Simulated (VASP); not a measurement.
Runs of VASP 6.6.1 on Te. The structure is that of space group I4_1/amd (No. 141), or close to it. The cells are those of the table. 

```csv
task,cell,k mesh for the DOS,occupations for the DOS,gap on the mesh (eV),pressure (GPa)
single point,"a = 3.607 Å, angles 97.1, 97.1, 138.7°, 2 atoms",-,-,none,216.2
single point,"a = 4.781 Å, angles 96.3, 96.3, 141.4°, 2 atoms",-,-,none,-0.1
single point,"a = 3.468 Å, angles 97.1, 97.1, 138.7°, 2 atoms",-,-,none,325.2
single point,"a = 4.095 Å, angles 96.9, 96.9, 139.5°, 2 atoms",-,-,none,(a)
```

Alike in all rows: level PBE; potentials or basis VASP PAW PBE potentials, release 64 (Te); no spin polarisation; k mesh 15 × 15 × 15; cutoff (eV) 520; smearing fermi-dirac 0.08 eV.

Fill in the values left out.

(a) 51.2.

Caveats: spin-orbit coupling is left out, which moves the levels of the heavy elements.

A k mesh can miss the band edges, and the runs leave out spin-orbit coupling on Te.

A gap of «none» marks levels without a gap at the run's occupations.
